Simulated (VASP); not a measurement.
# Ti2B (P4_2/mnm) in VASP: notebook

Runs on Ti2B. Level: PBE. Tasks: single point, relaxation of cell and atoms.

Program: VASP 6.6.1. These are calculated values, not measurements. Logs are shortened: lines on timing, memory, paths and dates and some standing lists are left out, and cuts for length are marked.

### Step 1. The cell of the first run

The structure is tetragonal, space group P4_2/mnm (No. 136). The conventional cell has a = 4.723 Å, b = 4.723 Å, c = 2.991 Å, α = 90.00°, β = 90.00°, γ = 90.00°. Ti (site symmetry m2m) has 3 B at 1.98 to 2.04 Å and 1 Ti at 2.60 Å within 2.7 Å. Within 2.6 Å of B (site symmetry mmm) lie 6 Ti at 1.98 to 2.04 Å.

The cell was built from a structure type or drawn by symmetry, and may not be a known phase.

### Step 2. Single point, PBE

Input file INCAR:

```
PREC     = Accurate       # precision mode
ENCUT    = 520            # plane-wave cutoff, eV
EDIFF    = 1E-6           # SCF threshold, eV
ISMEAR   = 0              # smearing method
SIGMA    = 0.1            # smearing width, eV
LREAL    = F              # projectors in reciprocal space
LASPH    = T              # aspherical terms in the spheres
NELM     = 100            # most SCF steps
ALGO     = Normal         # electronic algorithm
ISIF     = 2              # what is computed and relaxed
LWAVE    = F              # write WAVECAR
LCHARG   = T              # write CHGCAR
GGA      = PE             # functional
LELF     = T              # ELF
LVHAR    = T            
NBANDS   = 36             # bands
```

Input file KPOINTS:

```
regular mesh
0
Gamma
  4 4 6
```

Input file POSCAR:

```
Ti2B
1.0
    4.7225945900      0.0000000000      0.0000000000
    0.0000000000      4.7225945900      0.0000000000
    0.0000000000      0.0000000000      2.9909763900
Ti B
4 2
Direct
    0.3050000100      0.3050000100      0.0000000000
    0.1949999900      0.8050000100      0.5000000000
    0.6949999900      0.6949999900      0.0000000000
    0.8050000100      0.1949999900      0.5000000000
    0.0000000000      0.0000000000      0.0000000000
    0.5000000000      0.5000000000      0.5000000000
```

Potentials or basis: VASP PAW PBE potentials, release 64 (Ti_sv, B).

Command:

```bash
cat potpaw_PBE.64/Ti_sv/POTCAR potpaw_PBE.64/B/POTCAR > POTCAR
mpirun -np 1 vasp_std > vasp.out
```

OUTCAR:

```text
PREC = Accurate
   ENCUT = 520
   EDIFF = 1E-6
   ISMEAR = 0
   LREAL = F
   LASPH = T
   NELM = 100
   ISIF = 2
   GGA = PE

 ion  position               nearest neighbor table
   1  0.305  0.305  0.000-   6 1.98   6 1.98   5 2.04   3 2.60   4 2.84   2 2.84   4 2.84   2 2.84
                             2 2.84   2 2.84   4 2.84   4 2.84
   2  0.195  0.805  0.500-   5 1.98   5 1.98   6 2.04   4 2.60   1 2.84   1 2.84   3 2.84   3 2.84
                             1 2.84   1 2.84   3 2.84   3 2.84
   3  0.695  0.695  0.000-   6 1.98   6 1.98   5 2.04   1 2.60   4 2.84   2 2.84   4 2.84   2 2.84
                             4 2.84   4 2.84   2 2.84   2 2.84
   4  0.805  0.195  0.500-   5 1.98   5 1.98   6 2.04   2 2.60   3 2.84   1 2.84   3 2.84   1 2.84
                             3 2.84   3 2.84   1 2.84   1 2.84
   5  0.000  0.000  0.000-   2 1.98   4 1.98   2 1.98   4 1.98   3 2.04   1 2.04
   6  0.500  0.500  0.500-   1 1.98   3 1.98   1 1.98   3 1.98   2 2.04   4 2.04

  LATTYP: Found a simple tetragonal cell.
 ALAT       =     4.7225945900
 C/A-ratio  =     0.6333332944

  Lattice vectors:

 A1 = (   4.7225945900,   0.0000000000,   0.0000000000)
 A2 = (   0.0000000000,   4.7225945900,   0.0000000000)
 A3 = (   0.0000000000,   0.0000000000,   2.9909763900)

Analysis of symmetry for initial positions (statically):
=====================================================================
 Subroutine PRICEL returns:
 Original cell was already a primitive cell.

 Routine SETGRP: Setting up the symmetry group for a
 simple tetragonal supercell.

 Subroutine GETGRP returns: Found 16 space group operations
 (whereof  8 operations were pure point group operations)
 out of a pool of 16 trial point group operations.

The static configuration has the point symmetry D_2h.
 The point group associated with its full space group is D_4h.

Analysis of symmetry for dynamics (positions and initial velocities):
=====================================================================
 Subroutine PRICEL returns:
 Original cell was already a primitive cell.

 Routine SETGRP: Setting up the symmetry group for a
 simple tetragonal supercell.

 Subroutine GETGRP returns: Found 16 space group operations
 (whereof  8 operations were pure point group operations)
 out of a pool of 16 trial point group operations.

The dynamic configuration has the point symmetry D_2h.
 The point group associated with its full space group is D_4h.

 Subroutine INISYM returns: Found 16 space group operations
 (whereof  8 operations are pure point group operations),
 and found     1 'primitive' translations

[... 106 lines left out ...]
   NFREE  =      0    steps in history (QN), initial steepest desc. (CG)
   ISIF   =      2    stress and relaxation
   ISYM   =      2    0-nonsym 1-usesym 2-fastsym
   POTIM  = 0.5000    time-step for ionic-motion
   TEBEG  =    0.0;   TEEND  =   0.0 temperature during run
   PSTRESS=    0.0 pullay stress
   NELECT =      54.0000    total number of electrons
   NUPDOWN=      -1.0000    fix difference up-down
   EMIN   =  10.00;   EMAX   =-10.00  energy-range for DOS
   EFERMI =   0.00;   METHOD = LEGACY
   ISMEAR =     0;   SIGMA  =   0.10  broadening in eV -4-tet -1-fermi 0-gaus
   EFERMI_NEDOS =   21; number of points for ismear=-14 and -15
   IALGO  =     38    algorithm
   IMIX   =      4    mixing-type and parameters
     AMIX     =   0.40;   BMIX     =  1.00
     AMIX_MAG =   1.60;   BMIX_MAG =  1.00
  volume/ion in A,a.u.               =      11.12        75.03
  Fermi-wavevector in a.u.,A,eV,Ry     =   1.525743  2.883236 31.672879  2.327891
  Thomas-Fermi vector in A             =   2.633871
   LORBIT       =      0    0 simple, 1 ext, 2 COOP (PROOUT), +10 PAW based schemes
   GGA     = PE    functional components
   LHFCALC =     F    Hartree Fock is set to
   AEXX    =    0.0000 exact exchange contribution
   IVDW    =     0    specifies the selected vdW correction
   LEPSILON=     F    determine dielectric tensor
   LRPA    =     F    only Hartree local field effects (RPA)
 non-spin polarized calculation
 Gauss-broadening in eV      SIGMA  =   0.10
  energy-cutoff  :      520.00
  volume of cell :       66.71
 maximum number of plane-waves:      1835
 NGX is ok and might be reduce to    36
   NGX = 17   NGY = 17   NGZ = 11

 number of electron      53.9999978 magnetization

 Free energy of the ion-electron system (eV)
  ---------------------------------------------------
  ext. energy  EPLUGINS =         0.00000000
  ---------------------------------------------------
  free energy    TOTEN  =       -42.24451547 eV

  energy without entropy =      -42.22132718  energy(sigma->0) =      -42.23292133

 E-fermi :   9.4687     XC(G=0): -12.5767

 val. band max:        9.4492676879   @ k =   0.5000   0.5000   0.0000
 cond. band min:       9.4814608881   @ k =   0.5000   0.2500   0.3333
 fundamental gap:      0.0321932002
 Fermi energy:         9.4686607703

 k-point     1 :       0.0000    0.0000    0.0000
  band No.  band energies     occupation
      1     -46.1807      2.00000
      2     -45.9834      2.00000
      3     -45.9834      2.00000
      4     -45.9500      2.00000
      5     -23.0527      2.00000
      6     -22.7203      2.00000
[... 925 lines left out ...]
     35      13.3428      0.00000
     36      13.3428      0.00000

------------------------ aborting loop because EDIFF is reached ----------------------------------------

  FORCE on cell =-STRESS in cart. coord.  units (eV):
  Direction    XX          YY          ZZ          XY          YZ          ZX
  --------------------------------------------------------------------------------------
  -------------------------------------------------------------------------------------
  Total       26.5321703     26.5321703     33.2784634      0.0000000      0.0000000      0.0000000
  in kB      637.2488246    637.2488246    799.2810777      0.0000000      0.0000000      0.0000000
  external PRESSURE =     691.2595757 kB  Pullay stress =       0.0000000 kB

 VOLUME and BASIS-vectors are now :
 -----------------------------------------------------------------------------
  energy-cutoff  :      520.00
  volume of cell :       66.71
      direct lattice vectors                 reciprocal lattice vectors
     4.722594590  0.000000000  0.000000000     0.211748009  0.000000000  0.000000000
     0.000000000  4.722594590  0.000000000     0.000000000  0.211748009  0.000000000
     0.000000000  0.000000000  2.990976390     0.000000000  0.000000000  0.334338982

 POSITION                                       TOTAL-FORCE (eV/Angst)
 -----------------------------------------------------------------------------------
      1.44039      1.44039      0.00000        -1.764047     -1.764047      0.000000
      0.92091      3.80169      1.49549         1.764047     -1.764047      0.000000
      3.28220      3.28220      0.00000         1.764047      1.764047      0.000000
      3.80169      0.92091      1.49549        -1.764047      1.764047      0.000000
      0.00000      0.00000      0.00000         0.000000      0.000000      0.000000
      2.36130      2.36130      1.49549         0.000000      0.000000      0.000000
 -----------------------------------------------------------------------------------
    total drift:                               -0.000000      0.000000     -0.000000

  FREE ENERGIE OF THE ION-ELECTRON SYSTEM (eV)
  ---------------------------------------------------
  free  energy   TOTEN  =       -42.2445154730 eV

  energy  without entropy=      -42.2213271807  energy(sigma->0) =      -42.23292133
```

OSZICAR:

```text
N       E                     dE             d eps       ncg     rms          rms(c)
DAV:   1     0.719361439222E+03    0.71936E+03   -0.27262E+04  1728   0.193E+03
DAV:   2     0.452953326985E+02   -0.67407E+03   -0.65828E+03  1728   0.567E+02
DAV:   3    -0.481314978011E+02   -0.93427E+02   -0.91376E+02  2800   0.182E+02
DAV:   4    -0.568615144993E+02   -0.87300E+01   -0.86890E+01  2520   0.534E+01
DAV:   5    -0.572648808570E+02   -0.40337E+00   -0.40321E+00  2708   0.100E+01    0.361E+01
DAV:   6    -0.413285708756E+02    0.15936E+02   -0.82000E+01  2300   0.611E+01    0.755E+00
DAV:   7    -0.420863369096E+02   -0.75777E+00   -0.81202E+00  2328   0.137E+01    0.565E+00
DAV:   8    -0.421726109588E+02   -0.86274E-01   -0.70784E-01  2328   0.500E+00    0.368E+00
DAV:   9    -0.422520395986E+02   -0.79429E-01   -0.30473E-01  2200   0.364E+00    0.903E-01
DAV:  10    -0.422430986036E+02    0.89410E-02   -0.96285E-02  2356   0.191E+00    0.364E-01
DAV:  11    -0.422444985498E+02   -0.13999E-02   -0.56056E-03  2344   0.579E-01    0.606E-02
DAV:  12    -0.422445335612E+02   -0.35011E-04   -0.58348E-04  2532   0.120E-01    0.362E-02
DAV:  13    -0.422445130415E+02    0.20520E-04   -0.21561E-05  2388   0.331E-02    0.849E-03
DAV:  14    -0.422445145055E+02   -0.14640E-05   -0.10025E-05  1892   0.195E-02    0.453E-03
DAV:  15    -0.422445154730E+02   -0.96755E-06   -0.13233E-06  1284   0.838E-03
   1 F= -.42244515E+02 E0= -.42232921E+02  d E =-.231883E-01
```

Run time: 39 s. Hardware: 1 thread of AMD EPYC 9R45 (Zen 5), shared host; peak memory 0.16 GiB.

What came out:

```
Free energy            : -42.2445 eV
Pressure               : 69.1 GPa
Largest force          : 2.495 eV/Å
Band gap on the k mesh : zero (bands 27 and 28 overlap by 1.36 eV)
```

Forces on the atoms (eV/Å):
```
Ti  -1.764 -1.764  0.000
Ti   1.764 -1.764  0.000
Ti   1.764  1.764  0.000
Ti  -1.764  1.764  0.000
B    0.000  0.000  0.000
B    0.000  0.000  0.000
```

Stress tensor (GPa, compression positive):
```
63.72  0.00  0.00
 0.00 63.72  0.00
 0.00  0.00 79.93
```

Caveat: the cell stands under pressure; forces of over 1 eV/Å act on the atoms, so gaps and moduli don't describe the material at rest.

### Step 3. Single point, PBE

This run uses another cell than the first one, of 14.76 Å³/atom.

Input file INCAR:

```
SYSTEM = Ti2B
PREC = Accurate
ENCUT = 520
EDIFF = 1E-6
ISMEAR = 0
SIGMA = 0.1
LREAL = .FALSE.
LASPH = .TRUE.
NELM = 60
ALGO = Fast
ISIF = 2
LWAVE = .FALSE.
LCHARG = .FALSE.
GGA = PE
NBANDS = 36
```

Input file KPOINTS:

```
regular mesh
0
G
  4 4 6
  0 0 0
```

Input file POSCAR:

```
Ti2B
1.0
    5.1730795435      0.0000000000      0.0000000000
    0.0000000000      5.1730795435      0.0000000000
    0.0000000000      0.0000000000      3.3100090980
Ti B
4 2
Direct
    0.2995934118      0.2995934118      0.0000000000
    0.2004065882      0.7995934118      0.5000000000
    0.7004065882      0.7004065882      0.0000000000
    0.7995934118      0.2004065882      0.5000000000
    0.0000000000      0.0000000000      0.0000000000
    0.5000000000      0.5000000000      0.5000000000
```

Potentials or basis: VASP PAW PBE potentials, release 64 (Ti_sv, B).

Command:

```bash
cat potpaw_PBE.64/Ti_sv/POTCAR potpaw_PBE.64/B/POTCAR > POTCAR
mpirun -np 1 vasp_std > vasp.out
```

Wall time 2.8 min (1 thread of AMD EPYC 9R45 (Zen 5), shared host); peak memory 0.2 GiB.

It converged, with:

* Free energy: -46.1981 eV
* Pressure: -0.1 GPa
* Largest force: 0.003 eV/Å
* Band gap on the k mesh: zero (bands 27 and 28 overlap by 1.20 eV)

Forces in eV/Å, atoms in the order of the input:
```
Ti  -0.002 -0.002  0.000
Ti   0.002 -0.002  0.000
Ti   0.002  0.002  0.000
Ti  -0.002  0.002  0.000
B    0.000  0.000  0.000
B    0.000  0.000  0.000
```

Levels at points of the mesh, in eV from the Fermi level:
```csv
k point,band 23,band 24,band 25,band 26,band 27,band 28,band 29,band 30,band 31,band 32
"(0.00, 0.00, 0.00)",-0.93,-0.93,-0.62,0.12,0.81,0.88,1.19,1.27,1.27,1.66
"(0.50, 0.00, 0.00)",-1.01,-1.01,-0.60,-0.60,0.30,0.30,1.39,1.39,1.88,1.88
"(0.50, 0.50, 0.00)",-0.87,-0.87,-0.10,-0.10,0.08,0.08,1.36,1.36,1.52,1.52
"(0.00, 0.00, 0.50)",-1.17,-1.17,-0.36,-0.36,-0.09,-0.09,-0.04,-0.04,2.52,2.53
"(0.50, 0.00, 0.50)",-0.82,-0.82,-0.56,-0.56,-0.38,-0.38,0.42,0.42,2.56,2.56
"(0.50, 0.50, 0.50)",-1.28,-1.28,-0.03,-0.03,0.19,0.19,0.60,0.60,1.50,1.50
```

### Step 4. Relaxation of cell and atoms, PBE

Input file INCAR:

```
ALGO = Normal ; EDIFF = 1E-6
EDIFFG = -0.04 ; ENCUT = 600
GGA = PE ; IBRION = 2
ISIF = 3 ; ISMEAR = 0
LASPH = True ; LCHARG = False
LREAL = False ; LWAVE = False
NELM = 80 ; NSW = 90
PREC = Accurate ; SIGMA = 0.1
```

Input file KPOINTS:

```
k-points
0
Gamma
  4 4 6
```

Input file POSCAR:

```
Ti2B
1.0
    4.7225945900      0.0000000000      0.0000000000
    0.0000000000      4.7225945900      0.0000000000
    0.0000000000      0.0000000000      2.9909763900
Ti B
4 2
Direct
    0.3050000100      0.3050000100      0.0000000000
    0.1949999900      0.8050000100      0.5000000000
    0.6949999900      0.6949999900      0.0000000000
    0.8050000100      0.1949999900      0.5000000000
    0.0000000000      0.0000000000      0.0000000000
    0.5000000000      0.5000000000      0.5000000000
```

Command:

```bash
cat potpaw_PBE.64/Ti_sv/POTCAR potpaw_PBE.64/B/POTCAR > POTCAR
mpirun -np 1 vasp_std > vasp.out
```

It took 5 min on 1 thread of AMD EPYC 9R45 (Zen 5), shared host; peak memory 0.2 GiB.

The run converged. Its results:

```yaml
Free_energy: -46.1880 eV
Relaxed_volume: 14.75 Å³/atom
Relaxed_cell: a = 5.180 Å, b = 5.180 Å, c = 3.298 Å, α = 90.00°, β = 90.00°, γ = 90.00°
Space_group_after_relaxing_to_0.1_Å: P4_2/mnm (No. 136)
Energy_gained_by_relaxing: 657.2 meV/atom
Ionic_steps: 9
Pressure_after_relaxing: 0.0 GPa
Largest_force_after_relaxing: 0.007 eV/Å
Band_gap_on_the_k_mesh: zero (bands 27 and 28 overlap by 1.23 eV)
```

Forces in eV/Å, atoms in the order of the input:
```
Ti   0.005  0.005  0.000
Ti  -0.005  0.005  0.000
Ti  -0.005 -0.005  0.000
Ti   0.005 -0.005  0.000
B    0.000  0.000  0.000
B    0.000  0.000  0.000
```

Stress tensor (GPa, compression positive):
```
-0.03  0.00  0.00
 0.00 -0.03  0.00
 0.00  0.00  0.14
```

The path:
```csv
step,energy change (eV),largest force (eV/Å),pressure (GPa),volume (Å³)
1,0.0000,2.4943,69.11,66.71
2,0.0204,0.9502,-23.83,124.46
3,-3.8847,0.6797,-1.72,89.43
4,-3.8989,0.6210,0.15,88.23
5,-3.9004,0.5943,0.98,87.73
6,-3.9418,0.0099,-0.75,88.98
7,-3.9420,0.0473,-0.66,88.89
8,-3.9426,0.0201,0.43,88.24
9,-3.9430,0.0072,0.02,88.49
```

Final structure:
```xyz
6
Lattice="5.1801 0.0000 0.0000 0.0000 5.1801 0.0000 0.0000 0.0000 3.2979" Properties=species:S:1:pos:R:3 pbc="T T T"
Ti    1.5496    1.5496    0.0000
Ti    1.0405    4.1397    1.6489
Ti    3.6305    3.6305    0.0000
Ti    4.1397    1.0405    1.6489
B     0.0000    0.0000    0.0000
B     2.5901    2.5901    1.6489
```

Levels at points of the mesh, in eV from the Fermi level:
```csv
k point,band 24,band 25,band 26,band 27,band 28,band 29,band 30,band 31
"(0.00, 0.00, 0.00)",-0.94,-0.64,0.12,0.85,0.90,1.16,1.29,1.29
"(0.50, 0.00, 0.00)",-0.98,-0.62,-0.62,0.29,0.29,1.41,1.41,1.87
"(0.50, 0.50, 0.00)",-0.83,-0.11,-0.11,0.07,0.07,1.39,1.39,1.51
"(0.00, 0.00, 0.50)",-1.17,-0.36,-0.36,-0.09,-0.09,-0.06,-0.06,2.50
"(0.50, 0.00, 0.50)",-0.82,-0.57,-0.57,-0.38,-0.38,0.42,0.42,2.58
"(0.50, 0.50, 0.50)",-1.30,-0.01,-0.01,0.18,0.18,0.60,0.60,1.51
```

Caveat: the volume moved by over 15 % at a fixed basis, so the end points are rough.

### Step 5. The runs side by side

| task | cell | cutoff (eV) | gap on the mesh (eV) | pressure (GPa) | largest force (eV/Å) |
| --- | --- | --- | --- | --- | --- |
| single point | a = 4.723, b = 4.723, c = 2.991 Å, 6 atoms, atomic positions A | 520 | none | 69.1 | 2.49 |
| single point | a = 5.173, b = 5.173, c = 3.310 Å, 6 atoms, atomic positions B | 520 | none | -0.1 | - |
| relaxation of cell and atoms | relaxed from a = 4.723, b = 4.723, c = 2.991 Å, 6 atoms, atomic positions A | 600 | none | 0.0 | 0.01 |

Alike in all rows: level PBE; potentials or basis VASP PAW PBE potentials, release 64 (Ti_sv, B); no spin polarisation; k mesh 4 × 4 × 6; smearing gaussian 0.1 eV.

Caveats: the cell stands under pressure (at least some runs); forces of over 1 eV/Å act on the atoms, so gaps and moduli don't describe the material at rest (at least some runs); the volume moved by over 15 % at a fixed basis, so the end points are rough (at least some runs).

Absolute energies hang on the potentials; compare differences alone.
